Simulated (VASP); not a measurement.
A run of VASP 6.6.1:

INCAR

```
PREC = Accurate ; ENCUT = 520
EDIFF = 1E-6 ; ISMEAR = 0
SIGMA = 0.1 ; LREAL = F
LASPH = T ; NELM = 60
ALGO = Normal ; ISIF = 2
LWAVE = F ; LCHARG = F
GGA = PE ; NBANDS = 16
```

File KPOINTS:

```
regular mesh
0
Gamma
  24 24 6
```

The input POSCAR:

```
C
1.0
    2.3925368235      0.0000000000      0.0000000000
   -1.1962684118      2.0719976686      0.0000000000
    0.0000000000      0.0000000000      8.6178271805
C
4
Direct
    0.0000000000      0.0000000000      0.2500000000
    0.0000000000      0.0000000000      0.7500000000
    0.3333333333      0.6666666667      0.2500000000
    0.6666666667      0.3333333333      0.7500000000
```

Potentials or basis: VASP PAW PBE potentials, release 64 (C).

Launch:

```console
$ cat potpaw_PBE.64/C/POTCAR > POTCAR
$ mpirun -np 1 vasp_std > vasp.out
```

Hardware: 1 thread of AMD EPYC 7571, on a shared host.

How long does it take, and how much memory?

It took 3.7 min on 1 thread of AMD EPYC 7571, with other jobs on the host, peak memory 0.2 GiB. Counts: scf iterations 13, k points 244.
